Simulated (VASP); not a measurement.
A run of VASP 6.6.1:

INCAR

```
SYSTEM = SrCl2
  PREC = Accurate
  ENCUT = 520
  EDIFF = 1E-6
  ISMEAR = 0
  SIGMA = 0.05
  LREAL = .False.
  LASPH = .True.
  NELM = 60
  ALGO = Normal
  ISIF = 2
  LWAVE = .False.
  LCHARG = .False.
  GGA = PS
  NBANDS = 19
```

File KPOINTS:

```
regular mesh
0
Gamma
  8 8 6
  0 0 0
```

The input POSCAR:

```
SrCl2
1.0
    4.3702076689      0.0000000000      0.0000000000
   -2.1851038345      3.7847108611      0.0000000000
    0.0000000000      0.0000000000      5.9847380487
Sr Cl
1 2
Direct
    0.0000000000      0.0000000000      0.0000000000
    0.3333333333      0.6666666667      0.2312550934
    0.6666666667      0.3333333333      0.7687449066
```

Potentials or basis: VASP PAW PBE potentials, release 64 (Sr_sv, Cl).

The run is started by

```sh
$ cat potpaw_PBE.64/Sr_sv/POTCAR potpaw_PBE.64/Cl/POTCAR > POTCAR
$ mpirun -np 1 vasp_std > vasp.out
```

Hardware: 1 thread of Oxide Virtual Turin-like Processor, on a shared host.

Problem. How long does it take, and how much memory?

Solution. It took 2.8 min on 1 thread of Oxide Virtual Turin-like Processor, on a shared host, peak memory 0.25 GiB. Counts: scf iterations 15, k points 50.
